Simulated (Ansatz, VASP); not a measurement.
**Two plane-wave programs on As**

```
As
1.0
     2.94779    0.00000    0.00000
    -1.47389    2.55286    0.00000
     0.00000    0.00000    4.89069
As
2
Direct
  0.33333 0.66667 0.25000
  0.66667 0.33333 0.75000
```

Alike in both runs: functional PBEsol; k mesh 14 × 14 × 8; occupations fermi-dirac, width 0.08 eV; no spin polarisation.

Ansatz relaxed the structure, and its values are those at the end. VASP's run is a single point on that final structure, the one shown.

|  | VASP | Ansatz |
| --- | --- | --- |
| version | VASP 6.6.1 | Ansatz 0.2.0 |
| potentials or method | VASP PAW PBE potentials, release 64 (As) | PAW with Ansatz's default frozen-core files, scalar-relativistic |
| plane-wave cutoff (eV) | 520 | 420 |
| valence electrons in the cell | 10 | 30 |

Ansatz gave:

| Property | Result |
| --- | --- |
| pressure (GPa) | 0.0 |

Task: Estimate VASP's values.

Result: Pressure (GPa): 0.2.

VASP's potentials were made for PBE, not for PBEsol. With one functional, cell and mesh, what is left measures potentials, basis and numerics. VASP's potentials hold 10 valence electrons a cell and Ansatz's 30, so a difference there can come from the potentials and not from the codes.
